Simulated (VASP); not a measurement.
Au, 1 atom in the cell. It takes space group Fm-3m (No. 225, cubic). Conventional cell: a = 4.116 Å, b = 4.116 Å, c = 4.116 Å, α = 90.00°, β = 90.00°, γ = 90.00°. Within 3.8 Å of Au (site symmetry m-3m) lie 12 Au at 2.91 Å.  This cell differs from its parent crystal: volume scaled by 0.97.

- Program: VASP 6.6.1
- Task: single point
- Functional: PBE
- Potentials or basis: VASP PAW PBE potentials, release 64 (Au)
- Cutoff: 520 eV
- k mesh: 18 × 18 × 18
- Occupations: gaussian, width 0.1 eV
- Spin: no spin polarisation
- Dipole correction: no
- Further INCAR settings: ALGO = Normal; EDIFF = 1e-06; NBANDS = 12

Potentials or basis: VASP PAW PBE potentials, release 64 (Au).

Launch:

```bash
$ cat potpaw_PBE.64/Au/POTCAR > POTCAR
$ mpirun -np 1 vasp_std > vasp.out
```

Hardware: 1 thread of Intel(R) Xeon(R) 6975P-C (Granite Rapids) (shared host).

Task: Estimate the wall time of this run.

Result: Wall time 11 s on 1 thread of Intel(R) Xeon(R) 6975P-C (Granite Rapids) (shared host), peak memory 0.16 GiB. Counts: scf iterations 11, k points 195.
